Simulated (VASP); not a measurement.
Input of a VASP 6.6.1 run:

Contents of POSCAR:

```
Lu2AlB2
1.0
    0.0000000000      0.0000000000      3.7746140000
    3.9699010000     -2.6708150000      1.8873070000
    3.9699010000      2.6708150000     -1.8873070000
Lu B Al
2 2 1
Direct
    0.5000000000      0.7111300000      0.7111300000
    0.5000000000      0.2888700000      0.2888700000
    0.7893000000      0.7107000000      0.2893000000
    0.2107000000      0.2893000000      0.7107000000
    0.0000000000      0.0000000000      0.0000000000
```

Contents of INCAR.step1:

```
SYSTEM = Lu2AlB2
  PREC = Accurate
  ENCUT = 520
  ISMEAR = 0
  SIGMA = 0.037
  LREAL = .False.
  LASPH = .True.
  NELM = 60
  NBANDS = 38
  GGA = PE
  ALGO = Normal
  EDIFF = 1E-4
  LWAVE = .True.
  LCHARG = .False.
```

Contents of INCAR.step2:

```
SYSTEM = Lu2AlB2
  PREC = Accurate
  ENCUT = 520
  EDIFF = 1E-7
  ISMEAR = 0
  SIGMA = 0.037
  LREAL = .False.
  LASPH = .True.
  NELM = 60
  ALGO = Normal
  ISIF = 2
  LWAVE = .False.
  LCHARG = .False.
  METAGGA = R2SCAN
  LMIXTAU = .True.
  NBANDS = 38
  ISTART = 1
```

KPOINTS

```
Automatic mesh
0
Gamma
  8 8 8
  0 0 0
```

Potentials or basis: VASP PAW PBE potentials, release 64 (Lu, B, Al).

Run with:

```bash
$ cat potpaw_PBE.64/Lu/POTCAR potpaw_PBE.64/B/POTCAR potpaw_PBE.64/Al/POTCAR > POTCAR
$ cp INCAR.step1 INCAR
$ mpirun -np 1 vasp_std > vasp.out
$ cp INCAR.step2 INCAR
$ mpirun -np 1 vasp_std > vasp.out
```

Problem. What does it give for the largest force?

Solution. 0.790 eV/Å.

Problem. What does it give for the pressure?

Solution. -6.6 GPa.

Problem. Predict the band gap on the k mesh.

Solution. Zero (an odd number of electrons rules out a gap without spin polarisation).

Stress tensor (GPa, compression positive):
```
 -0.59   0.00   0.00
  0.00 -10.87   0.00
  0.00   0.00  -8.25
```

Caveat: the stress differs along the axes, from -11 to -1 GPa; the PAW data sets were made with another functional, which shifts forces and pressure a little; spin-orbit coupling is left out, which moves the levels of the heavy elements.
